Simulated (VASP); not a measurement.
# Os (P6_3/mmc) in VASP: notebook, part 2 of 2

VASP 6.6.1.

## Step 5: Relaxation of shape and atoms at fixed volume, PBE (14.70 Å³/atom)

This run uses another cell than the first one, of 14.70 Å³/atom.

INCAR reads:

```
SYSTEM = Os
ALGO = Normal
EDIFF = 1E-6
EDIFFG = -0.01
ENCUT = 600
GGA = PE
IBRION = 2
ISIF = 4
ISMEAR = 0
LASPH = .True.
LCHARG = .False.
LREAL = .False.
LWAVE = .False.
NELM = 60
NSW = 50
PREC = Accurate
SIGMA = 0.1
```

KPOINTS reads:

```
k-points
0
Gamma
  18 18 10
  0 0 0
```

POSCAR reads:

```
Os
1.0
    2.7800479564      0.0000000000      0.0000000000
   -1.3900239782      2.4075921540      0.0000000000
    0.0000000000      0.0000000000      4.3939433150
Os
2
Direct
    0.3333333333      0.6666666667      0.2500000000
    0.6666666667      0.3333333333      0.7500000000
```

Potentials or basis: VASP PAW PBE potentials, release 64 (Os).

Launch:

```sh
cat potpaw_PBE.64/Os/POTCAR > POTCAR
mpirun -np 1 vasp_std > vasp.out
```

OUTCAR:

```text
SYSTEM = Os
   EDIFF = 1E-6
   EDIFFG = -0.01
   ENCUT = 600
   GGA = PE
   IBRION = 2
   ISIF = 4
   ISMEAR = 0
   LASPH = .True.
   LREAL = .False.
   NELM = 60
   NSW = 50
   PREC = Accurate

 ion  position               nearest neighbor table
   1  0.333  0.667  0.250-   2 2.72   2 2.72   2 2.72   2 2.72   2 2.72   2 2.72
   2  0.667  0.333  0.750-   1 2.72   1 2.72   1 2.72   1 2.72   1 2.72   1 2.72

  LATTYP: Found a hexagonal cell.
 ALAT       =     2.7800479564
 C/A-ratio  =     1.5805278844

  Lattice vectors:

 A1 = (   2.7800479564,   0.0000000000,   0.0000000000)
 A2 = (  -1.3900239782,   2.4075921540,   0.0000000000)
 A3 = (   0.0000000000,   0.0000000000,   4.3939433150)

Analysis of symmetry for initial positions (statically):
=====================================================================
 Subroutine PRICEL returns:
 Original cell was already a primitive cell.

 Routine SETGRP: Setting up the symmetry group for a
 hexagonal supercell.

 Subroutine GETGRP returns: Found 24 space group operations
 (whereof 12 operations were pure point group operations)
 out of a pool of 24 trial point group operations.

The static configuration has the point symmetry D_3d.
 The point group associated with its full space group is D_6h.

Analysis of symmetry for dynamics (positions and initial velocities):
=====================================================================
 Subroutine PRICEL returns:
 Original cell was already a primitive cell.

 Routine SETGRP: Setting up the symmetry group for a
 hexagonal supercell.

 Subroutine GETGRP returns: Found 24 space group operations
 (whereof 12 operations were pure point group operations)
 out of a pool of 24 trial point group operations.

The dynamic configuration has the point symmetry D_3d.
 The point group associated with its full space group is D_6h.

 Subroutine INISYM returns: Found 24 space group operations
 (whereof 12 operations are pure point group operations),
 and found     1 'primitive' translations

----------------------------------------------------------------------------------------

                                     Primitive cell

  volume of cell :      29.4096

  direct lattice vectors                    reciprocal lattice vectors
     2.780047956  0.000000000  0.000000000     0.359706025  0.207676370  0.000000000
    -1.390023978  2.407592154  0.000000000     0.000000000  0.415352741  0.000000000
     0.000000000  0.000000000  4.393943315     0.000000000  0.000000000  0.227586004

  length of vectors
     2.780047956  2.780047956  4.393943315     0.415352741  0.415352741  0.227586004

  position of ions in fractional coordinates (direct lattice)
     0.333333333  0.666666667  0.250000000
     0.666666667  0.333333333  0.750000000

  ion indices of the primitive-cell ions
   primitive index   ion index
                 1           1
                 2           2

----------------------------------------------------------------------------------------

 KPOINTS: k-points

Automatic generation of k-mesh.
 Grid dimensions read from file:
 generate k-points for:   18   18   10

 Generating k-lattice:

[... 54 lines left out ...]
   ICHARG =      2    charge: 1-file 2-atom 10-const
   ISPIN  =      1    spin polarized calculation?
   LNONCOLLINEAR =      F non collinear calculations
   LSORBIT =      F    spin-orbit coupling
   LASPH  =      T    aspherical Exc in radial PAW
   ENCUT  =  600.0 eV  44.10 Ry    6.64 a.u.   5.55  5.55  8.78*2*pi/ulx,y,z
   NELM   =     60;   NELMIN=  2; NELMDL= -5     # of ELM steps
   EDIFF  = 0.1E-05   stopping-criterion for ELM
   LREAL  =      F    real-space projection
   EDIFFG = -.1E-01   stopping-criterion for IOM
   NSW    =     50    number of steps for IOM
   IBRION =      2    ionic relax: 0-MD 1-quasi-New 2-CG
   NFREE  =      1    steps in history (QN), initial steepest desc. (CG)
   ISIF   =      4    stress and relaxation
   ISYM   =      2    0-nonsym 1-usesym 2-fastsym
   POTIM  = 0.5000    time-step for ionic-motion
   TEBEG  =    0.0;   TEEND  =   0.0 temperature during run
   PSTRESS=    0.0 pullay stress
   NELECT =      16.0000    total number of electrons
   NUPDOWN=      -1.0000    fix difference up-down
   EMIN   =  10.00;   EMAX   =-10.00  energy-range for DOS
   EFERMI =   0.00;   METHOD = LEGACY
   ISMEAR =     0;   SIGMA  =   0.10  broadening in eV -4-tet -1-fermi 0-gaus
   EFERMI_NEDOS =   21; number of points for ismear=-14 and -15
   IALGO  =     38    algorithm
   IMIX   =      4    mixing-type and parameters
     AMIX     =   0.40;   BMIX     =  1.00
     AMIX_MAG =   1.60;   BMIX_MAG =  1.00
  volume/ion in A,a.u.               =      14.70        99.23
  Fermi-wavevector in a.u.,A,eV,Ry     =   1.336447  2.525518 24.301223  1.786089
  Thomas-Fermi vector in A             =   2.465073
   LORBIT       =      0    0 simple, 1 ext, 2 COOP (PROOUT), +10 PAW based schemes
   GGA     = PE    functional components
   LHFCALC =     F    Hartree Fock is set to
   AEXX    =    0.0000 exact exchange contribution
   IVDW    =     0    specifies the selected vdW correction
   LEPSILON=     F    determine dielectric tensor
   LRPA    =     F    only Hartree local field effects (RPA)
 conjugate gradient relaxation of ions
 non-spin polarized calculation
 Gauss-broadening in eV      SIGMA  =   0.10
  energy-cutoff  :      600.00
  volume of cell :       29.41
 maximum number of plane-waves:      1014
 NGX is ok and might be reduce to    24
   NGX = 11   NGY = 11   NGZ = 17

--------------------------------------- Ionic step        1  -------------------------------------------

 number of electron      15.9999998 magnetization

 Free energy of the ion-electron system (eV)
  ---------------------------------------------------
  ext. energy  EPLUGINS =         0.00000000
  ---------------------------------------------------
  free energy    TOTEN  =       -22.47007707 eV

  energy without entropy =      -22.46212698  energy(sigma->0) =      -22.46610202

------------------------ aborting loop because EDIFF is reached ----------------------------------------

  FORCE on cell =-STRESS in cart. coord.  units (eV):
  Direction    XX          YY          ZZ          XY          YZ          ZX
  --------------------------------------------------------------------------------------
  -------------------------------------------------------------------------------------
  Total       -1.9941811     -1.9941811     -2.1566118     -0.0000000      0.0000000      0.0000000
  in kB     -108.6389431   -108.6389431   -117.4878348     -0.0000000      0.0000000      0.0000000
  external PRESSURE =    -111.5885737 kB  Pullay stress =       0.0000000 kB
[... 59 lines left out ...]
--------------------------------------- Ionic step        3  -------------------------------------------

 number of electron      15.9999998 magnetization

 Free energy of the ion-electron system (eV)
  ---------------------------------------------------
  ext. energy  EPLUGINS =         0.00000000
  ---------------------------------------------------
  free energy    TOTEN  =       -22.47017667 eV

  energy without entropy =      -22.46210904  energy(sigma->0) =      -22.46614285

 E-fermi :   8.7260     XC(G=0): -13.7707

 val. band max:        8.7221339702   @ k =   0.4444   0.1111   0.4000
 cond. band min:       8.7320634117   @ k =   0.1667   0.1111   0.3000
 fundamental gap:      0.0099294415
 Fermi energy:         8.7260153913

 k-point     1 :       0.0000    0.0000    0.0000
  band No.  band energies     occupation
      1      -1.7663      2.00000
      2       1.4009      2.00000
      3       5.8885      2.00000
      4       5.8885      2.00000
      5       6.1383      2.00000
      6       6.6660      2.00000
      7       6.6660      2.00000
      8       7.2560      2.00000
      9       7.2560      2.00000
     10       8.7732      0.50442
     11      10.2855      0.00000
     12      10.2855      0.00000
[... 331 lines left out ...]
 k-point    24 :       0.3889    0.1111    0.0000
  band No.  band energies     occupation
      1       2.3190      2.00000
      2       2.4353      2.00000
      3       2.8001      2.00000
      4       5.3576      2.00000
      5       5.3836      2.00000
      6       6.2710      2.00000
      7       6.9334      2.00000
      8      10.1819      0.00000
      9      10.5712      0.00000
     10      11.0276      0.00000
     11      12.3300      0.00000
     12      15.2107      0.00000

 [... further k-points ...]

------------------------ aborting loop because EDIFF is reached ----------------------------------------

  FORCE on cell =-STRESS in cart. coord.  units (eV):
  Direction    XX          YY          ZZ          XY          YZ          ZX
  --------------------------------------------------------------------------------------
  -------------------------------------------------------------------------------------
  Total       -2.0427822     -2.0427822     -2.0412168      0.0000000      0.0000000      0.0000000
  in kB     -111.2866314   -111.2866314   -111.2013518      0.0000000      0.0000000      0.0000000
  external PRESSURE =    -111.2582048 kB  Pullay stress =       0.0000000 kB
[... 17 lines left out ...]
  FREE ENERGIE OF THE ION-ELECTRON SYSTEM (eV)
  ---------------------------------------------------
  free  energy   TOTEN  =       -22.4701766678 eV

  energy  without entropy=      -22.4621090401  energy(sigma->0) =      -22.46614285

 reached required accuracy - stopping structural energy minimisation
```

OSZICAR:

```text
N       E                     dE             d eps       ncg     rms          rms(c)
DAV:   1     0.115272576069E+03    0.11527E+03   -0.82944E+03  5328   0.143E+03
DAV:   2    -0.147827612592E+02   -0.13006E+03   -0.11814E+03  5568   0.413E+02
[... 17 lines left out ...]
   2 F= -.22470050E+02 E0= -.22465950E+02  d E =0.265913E-04
       N       E                     dE             d eps       ncg     rms          rms(c)
DAV:   1    -0.224703536047E+02   -0.30286E-03   -0.14800E-02  5404   0.107E+00    0.638E-02
DAV:   2    -0.224702174158E+02    0.13619E-03   -0.15928E-04  6536   0.169E-01    0.314E-02
DAV:   3    -0.224701766118E+02    0.40804E-04   -0.74056E-05  5896   0.734E-02    0.571E-03
DAV:   4    -0.224701766678E+02   -0.56012E-07   -0.48185E-06  5244   0.299E-02
   3 F= -.22470177E+02 E0= -.22466143E+02  d E =-.996018E-04
```

It took 73 s on 1 thread of AMD EPYC 9R45 (Zen 5), shared host; peak memory 0.19 GiB.

What came out:

- Free energy: -22.4702 eV
- Energy gained by relaxing: 0.0 meV/atom
- Ionic steps: 3
- Pressure after relaxing: -11.1 GPa
- Band gap on the k mesh: zero (bands 8 and 9 overlap by 3.62 eV)

Final structure:
```
CELL_PARAMETERS angstrom
2.78175 0.00000 0.00000
-1.39088 2.40907 0.00000
0.00000 0.00000 4.38856
ATOMIC_POSITIONS crystal
Os 0.33333 0.66667 0.25000
Os 0.66667 0.33333 0.75000
```

Levels at points of the mesh, in eV from the Fermi level:
| k point | band 4 | band 5 | band 6 | band 7 | band 8 | band 9 | band 10 | band 11 | band 12 |
| --- | --- | --- | --- | --- | --- | --- | --- | --- | --- |
| (0.00, 0.00, 0.00) | -2.84 | -2.59 | -2.06 | -2.06 | -1.47 | -1.47 | 0.05 | 1.56 | 1.56 |
| (0.50, 0.00, 0.00) | -3.31 | -2.78 | -2.41 | -1.76 | 1.85 | 2.37 | 2.49 | 4.09 | 5.33 |
| (0.00, 0.00, 0.50) | -3.34 | -3.03 | -3.03 | -3.03 | -3.03 | 0.81 | 0.81 | 0.81 | 0.81 |
| (0.50, 0.00, 0.50) | -4.96 | -1.13 | -1.13 | -0.15 | -0.15 | 2.16 | 2.16 | 3.08 | 3.08 |

Caveat: spin-orbit coupling is left out, which moves the levels of the heavy elements.

## Step 6: Summary

| cell | gap on the mesh (eV) | pressure (GPa) |
| --- | --- | --- |
| relaxed from a = 2.665, b = 2.665, c = 4.225 Å, angles 90.0, 90.0, 120.0°, 2 atoms | none | 48.1 |
| relaxed from a = 2.695, b = 2.695, c = 4.266 Å, angles 90.0, 90.0, 120.0°, 2 atoms | none | 29.1 |
| relaxed from a = 2.725, b = 2.725, c = 4.307 Å, angles 90.0, 90.0, 120.0°, 2 atoms | none | 13.3 |
| relaxed from a = 2.780, b = 2.780, c = 4.394 Å, angles 90.0, 90.0, 120.0°, 2 atoms | none | -11.1 |

Alike in all rows: task relaxation of shape and atoms at fixed volume; level PBE; potentials or basis VASP PAW PBE potentials, release 64 (Os); no spin polarisation; k mesh 18 × 18 × 10; cutoff (eV) 600; smearing gaussian 0.1 eV.

Caveats: spin-orbit coupling is left out, which moves the levels of the heavy elements.

Total energies depend on the potentials used, so only differences within one code and one set of settings carry meaning.

The gap in the log of VASP goes by the Fermi energy; the results here count the filled bands.